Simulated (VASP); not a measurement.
# Ru (P6/mmm) in VASP: a series of runs

Ru is run at these levels: RPBE; tasks: single point, relaxation of cell and atoms.

Program: VASP 6.6.1. These are calculated values, not measurements. Logs are shortened: lines on timing, memory, paths and dates and some standing lists are left out, and cuts for length are marked.

### Step 1. The cell of the first run

The structure is hexagonal, space group P6/mmm (No. 191). Conventional cell: a = 4.402 Å, b = 4.402 Å, c = 2.768 Å, α = 90.00°, β = 90.00°, γ = 120.00°. Within 3.6 Å of Ru (site symmetry 6/mmm) lie 14 Ru at 2.77 to 2.89 Å. Within 3.4 Å of Ru (site symmetry -6m2) lie 11 Ru at 2.54 to 2.89 Å.

This isn't the form of Ru at room conditions, which is hcp.

### Step 2. Single point, RPBE (15.48 Å³/atom)

INCAR

```
PREC = Accurate
ENCUT = 520
EDIFF = 1E-6
ISMEAR = -1
SIGMA = 0.1
LREAL = False
LASPH = True
NELM = 80
ALGO = Normal
ISIF = 2
LWAVE = False
LCHARG = False
GGA = RP
NBANDS = 28
```

KPOINTS

```
regular mesh
0
Gamma
  10 10 13
```

POSCAR

```
Ru
1.0
    4.4015908823      0.0000000000      0.0000000000
   -2.2007954411      3.8118895211      0.0000000000
    0.0000000000      0.0000000000      2.7678726726
Ru
3
Direct
    1.0000000000      0.0000000000      0.0000000000
    0.3333333333      0.6666666667      0.5000000000
    0.6666666667      0.3333333333      0.5000000000
```

Potentials or basis: VASP PAW PBE potentials, release 64 (Ru_pv).

Launch:

```
cat potpaw_PBE.64/Ru_pv/POTCAR > POTCAR
mpirun -np 1 vasp_std > vasp.out
```

OUTCAR:

```text
PREC = Accurate
   ENCUT = 520
   EDIFF = 1E-6
   ISMEAR = -1
   LREAL = False
   LASPH = True
   NELM = 80
   ISIF = 2
   GGA = RP

 ion  position               nearest neighbor table
   1  0.000  0.000  0.000-   2 2.89   3 2.89   2 2.89   3 2.89   2 2.89   2 2.89   3 2.89   3 2.89
                             3 2.89   3 2.89   2 2.89   2 2.89
   2  0.333  0.667  0.500-   3 2.54   3 2.54   3 2.54   1 2.89   1 2.89   1 2.89   1 2.89   1 2.89
                             1 2.89
   3  0.667  0.333  0.500-   2 2.54   2 2.54   2 2.54   1 2.89   1 2.89   1 2.89   1 2.89   1 2.89
                             1 2.89

  LATTYP: Found a hexagonal cell.
 ALAT       =     4.4015908823
 C/A-ratio  =     0.6288346070

  Lattice vectors:

 A1 = (   4.4015908823,   0.0000000000,   0.0000000000)
 A2 = (  -2.2007954411,   3.8118895211,   0.0000000000)
 A3 = (   0.0000000000,   0.0000000000,   2.7678726726)

Analysis of symmetry for initial positions (statically):
=====================================================================
 Subroutine PRICEL returns:
 Original cell was already a primitive cell.

 Routine SETGRP: Setting up the symmetry group for a
 hexagonal supercell.

 Subroutine GETGRP returns: Found 24 space group operations
 (whereof 24 operations were pure point group operations)
 out of a pool of 24 trial point group operations.

The static configuration has the point symmetry D_6h.

Analysis of symmetry for dynamics (positions and initial velocities):
=====================================================================
 Subroutine PRICEL returns:
 Original cell was already a primitive cell.

 Routine SETGRP: Setting up the symmetry group for a
 hexagonal supercell.

 Subroutine GETGRP returns: Found 24 space group operations
 (whereof 24 operations were pure point group operations)
 out of a pool of 24 trial point group operations.

The dynamic configuration has the point symmetry D_6h.

 Subroutine INISYM returns: Found 24 space group operations
 (whereof 24 operations are pure point group operations),
 and found     1 'primitive' translations

----------------------------------------------------------------------------------------

                                     Primitive cell

  volume of cell :      46.4404

  direct lattice vectors                    reciprocal lattice vectors
     4.401590882  0.000000000  0.000000000     0.227190583  0.131168544  0.000000000
    -2.200795441  3.811889521  0.000000000     0.000000000  0.262337089  0.000000000
     0.000000000  0.000000000  2.767872673     0.000000000  0.000000000  0.361288295

  length of vectors
     4.401590882  4.401590882  2.767872673     0.262337089  0.262337089  0.361288295

  position of ions in fractional coordinates (direct lattice)
     0.000000000  0.000000000  0.000000000
     0.333333333  0.666666667  0.500000000
     0.666666667  0.333333333  0.500000000

  ion indices of the primitive-cell ions
   primitive index   ion index
                 1           1
                 2           2
                 3           3

----------------------------------------------------------------------------------------

 KPOINTS: regular mesh

Automatic generation of k-mesh.
 Grid dimensions read from file:
 generate k-points for:   10   10   13

 Generating k-lattice:

  Cartesian coordinates                     Fractional coordinates (reciprocal lattice)
     0.022719058  0.013116854  0.000000000     0.100000000  0.000000000  0.000000000
     0.000000000  0.026233709  0.000000000     0.000000000  0.100000000  0.000000000
     0.000000000  0.000000000  0.027791407     0.000000000  0.000000000  0.076923077

  Length of vectors
     0.026233709  0.026233709  0.027791407

  Shift w.r.t. Gamma in fractional coordinates (k-lattice)
     0.000000000  0.000000000  0.000000000

 Subroutine IBZKPT returns following result:
 ===========================================

 Found     98 irreducible k-points:

 Following reciprocal coordinates:
            Coordinates               Weight
  0.000000  0.000000  0.000000      1.000000
  0.100000 -0.000000  0.000000      6.000000
  0.200000 -0.000000  0.000000      6.000000
  0.300000 -0.000000  0.000000      6.000000
  0.400000  0.000000  0.000000      6.000000
  0.500000  0.000000  0.000000      3.000000
[... 16 lines left out ...]
  0.300000  0.100000  0.076923     24.000000
  0.400000  0.100000  0.076923     24.000000
 [... further k-points ...]
   k-points           NKPTS =     98   k-points in BZ     NKDIM =     98   number of bands    NBANDS=     28
   number of dos      NEDOS =    301   number of ions     NIONS =      3
   total plane-waves  NPLWV =  31104
   dimension x,y,z NGX =    36 NGY =   36 NGZ =   24
   dimension x,y,z NGXF=    72 NGYF=   72 NGZF=   48
   ions per type =               3
   NGX,Y,Z   is equivalent  to a cutoff of  13.60, 13.60, 14.42 a.u.
   NGXF,Y,Z  is equivalent  to a cutoff of  27.19, 27.19, 28.83 a.u.
 SYSTEM =  unknown system
   PREC   = accura    normal or accurate (medium, high low for compatibility)
   ISTART =      0    job   : 0-new  1-cont  2-samecut
   ICHARG =      2    charge: 1-file 2-atom 10-const
   ISPIN  =      1    spin polarized calculation?
   LNONCOLLINEAR =      F non collinear calculations
   LSORBIT =      F    spin-orbit coupling
   LASPH  =      T    aspherical Exc in radial PAW
   ENCUT  =  520.0 eV  38.22 Ry    6.18 a.u.   8.18  8.18  5.15*2*pi/ulx,y,z
   NELM   =     80;   NELMIN=  2; NELMDL= -5     # of ELM steps
   EDIFF  = 0.1E-05   stopping-criterion for ELM
   LREAL  =      F    real-space projection
   EDIFFG = 0.1E-04   stopping-criterion for IOM
   NSW    =      0    number of steps for IOM
   IBRION =     -1    ionic relax: 0-MD 1-quasi-New 2-CG
   NFREE  =      0    steps in history (QN), initial steepest desc. (CG)
   ISIF   =      2    stress and relaxation
   ISYM   =      2    0-nonsym 1-usesym 2-fastsym
   POTIM  = 0.5000    time-step for ionic-motion
   TEBEG  =    0.0;   TEEND  =   0.0 temperature during run
   PSTRESS=    0.0 pullay stress
   NELECT =      42.0000    total number of electrons
   NUPDOWN=      -1.0000    fix difference up-down
   EMIN   =  10.00;   EMAX   =-10.00  energy-range for DOS
   EFERMI =   0.00;   METHOD = LEGACY
   ISMEAR =    -1;   SIGMA  =   0.10  broadening in eV -4-tet -1-fermi 0-gaus
   EFERMI_NEDOS =   21; number of points for ismear=-14 and -15
   IALGO  =     38    algorithm
   IMIX   =      4    mixing-type and parameters
     AMIX     =   0.40;   BMIX     =  1.00
     AMIX_MAG =   1.60;   BMIX_MAG =  1.00
  volume/ion in A,a.u.               =      15.48       104.47
  Fermi-wavevector in a.u.,A,eV,Ry     =   1.583164  2.991746 34.101753  2.506408
  Thomas-Fermi vector in A             =   2.682976
   LORBIT       =      0    0 simple, 1 ext, 2 COOP (PROOUT), +10 PAW based schemes
   GGA     = RP    functional components
   LHFCALC =     F    Hartree Fock is set to
   AEXX    =    0.0000 exact exchange contribution
   IVDW    =     0    specifies the selected vdW correction
   LEPSILON=     F    determine dielectric tensor
   LRPA    =     F    only Hartree local field effects (RPA)
 non-spin polarized calculation
  energy-cutoff  :      520.00
  volume of cell :       46.44
 maximum number of plane-waves:      1282
 NGX is ok and might be reduce to    36
   NGX = 17   NGY = 17   NGZ = 11

 number of electron      41.9999998 magnetization

 Free energy of the ion-electron system (eV)
  ---------------------------------------------------
  ext. energy  EPLUGINS =         0.00000000
  ---------------------------------------------------
  free energy    TOTEN  =       -24.87079990 eV

  energy without entropy =      -24.73345726  energy(sigma->0) =      -24.80212858

 E-fermi :  10.8216     XC(G=0): -13.2197

 val. band max:       10.8176479960   @ k =   0.5000   0.0000   0.3077
 cond. band min:      10.8251068847   @ k =   0.1000  -0.0000   0.2308
 fundamental gap:      0.0074588886
 Fermi energy:        10.8216182200

 k-point     1 :       0.0000    0.0000    0.0000
  band No.  band energies     occupation
      1     -32.4702      2.00000
      2     -32.4702      2.00000
      3     -32.1471      2.00000
      4     -32.1471      2.00000
      5     -31.9636      2.00000
      6     -31.7891      2.00000
[... 20 lines left out ...]
     27      19.3507      0.00000
     28      19.3667      0.00000

 k-point     2 :       0.1000   -0.0000    0.0000
  band No.  band energies     occupation
      1     -32.4864      2.00000
      2     -32.4705      2.00000
      3     -32.1267      2.00000
      4     -32.1226      2.00000
      5     -31.9585      2.00000
      6     -31.7920      2.00000
[... 20 lines left out ...]
     27      17.8093      0.00000
     28      19.6959      0.00000

 k-point     3 :       0.2000   -0.0000    0.0000
  band No.  band energies     occupation
      1     -32.5226      2.00000
      2     -32.4606      2.00000
      3     -32.0784      2.00000
      4     -32.0643      2.00000
      5     -31.9438      2.00000
      6     -31.8486      2.00000
[... 20 lines left out ...]
     27      16.3075      0.00000
     28      19.7397      0.00000

 k-point     4 :       0.3000   -0.0000    0.0000
  band No.  band energies     occupation
      1     -32.5593      2.00000
      2     -32.4255      2.00000
      3     -32.0227      2.00000
      4     -32.0024      2.00000
      5     -31.9481      2.00000
      6     -31.9215      2.00000
[... 20 lines left out ...]
     27      14.8668      0.00000
     28      19.8446      0.00000

 k-point     5 :       0.4000    0.0000    0.0000
  band No.  band energies     occupation
      1     -32.5850      2.00000
      2     -32.3659      2.00000
      3     -32.0634      2.00000
      4     -31.9757      2.00000
      5     -31.9487      2.00000
      6     -31.8953      2.00000
[... 20 lines left out ...]
     27      13.5062      0.00000
     28      19.9464      0.00000

 k-point     6 :       0.5000    0.0000    0.0000
  band No.  band energies     occupation
      1     -32.5941      2.00000
      2     -32.3229      2.00000
      3     -32.1241      2.00000
      4     -31.9554      2.00000
      5     -31.9317      2.00000
      6     -31.8769      2.00000
[... 463 lines left out ...]
      5     -31.9677      2.00000
      6     -31.8376      2.00000
[... 20 lines left out ...]
     27      16.6237      0.00000
     28      20.2645      0.00000

 k-point    22 :       0.2000    0.1000    0.0769
  band No.  band energies     occupation
      1     -32.5348      2.00000
      2     -32.4455      2.00000
      3     -32.0362      2.00000
      4     -32.0297      2.00000
      5     -31.9456      2.00000
      6     -31.9197      2.00000
[... 20 lines left out ...]
     27      15.3694      0.00000
     28      20.3521      0.00000

 k-point    23 :       0.3000    0.1000    0.0769
  band No.  band energies     occupation
      1     -32.5613      2.00000
      2     -32.3993      2.00000
      3     -32.0328      2.00000
      4     -31.9887      2.00000
      5     -31.9742      2.00000
      6     -31.9156      2.00000
[... 20 lines left out ...]
     27      14.1754      0.00000
     28      20.3950      0.00000

 k-point    24 :       0.4000    0.1000    0.0769
  band No.  band energies     occupation
      1     -32.5764      2.00000
      2     -32.3398      2.00000
      3     -32.1238      2.00000
      4     -31.9574      2.00000
      5     -31.9486      2.00000
      6     -31.8887      2.00000
[... 20 lines left out ...]
     27      13.1415      0.00000
     28      20.4377      0.00000

 [... further k-points ...]
[... 5 lines left out ...]
  --------------------------------------------------------------------------------------
  -------------------------------------------------------------------------------------
  Total       -5.3608435     -5.3608435     -4.6011246     -0.0000000     -0.0000000      0.0000000
  in kB     -184.9471408   -184.9471408   -158.7371189     -0.0000000     -0.0000000      0.0000000
  external PRESSURE =    -176.2104668 kB  Pullay stress =       0.0000000 kB

 VOLUME and BASIS-vectors are now :
 -----------------------------------------------------------------------------
  energy-cutoff  :      520.00
  volume of cell :       46.44
      direct lattice vectors                 reciprocal lattice vectors
     4.401590882  0.000000000  0.000000000     0.227190583  0.131168544  0.000000000
    -2.200795441  3.811889521  0.000000000     0.000000000  0.262337089  0.000000000
     0.000000000  0.000000000  2.767872673     0.000000000  0.000000000  0.361288295

 POSITION                                       TOTAL-FORCE (eV/Angst)
 -----------------------------------------------------------------------------------
      0.00000      0.00000      0.00000         0.000000      0.000000      0.000000
     -0.00000      2.54126      1.38394        -0.000000     -0.000000     -0.000000
      2.20080      1.27063      1.38394         0.000000      0.000000      0.000000
 -----------------------------------------------------------------------------------
    total drift:                                0.000000      0.000000     -0.000000

  FREE ENERGIE OF THE ION-ELECTRON SYSTEM (eV)
  ---------------------------------------------------
  free  energy   TOTEN  =       -24.8707998998 eV

  energy  without entropy=      -24.7334572593  energy(sigma->0) =      -24.80212858
```

It took 40 s on 1 thread of Intel Xeon 6975P-C (Granite Rapids), shared host; peak memory 0.24 GiB.

What came out:

```yaml
Free_energy: -24.8708 eV
Pressure: -17.6 GPa
Band_gap_on_the_k_mesh: zero (bands 21 and 22 overlap by 1.97 eV)
```

Caveat: the cell stands under tension; the PAW data sets were made with another functional, which shifts forces and pressure a little.

[end of part 1 of 2]
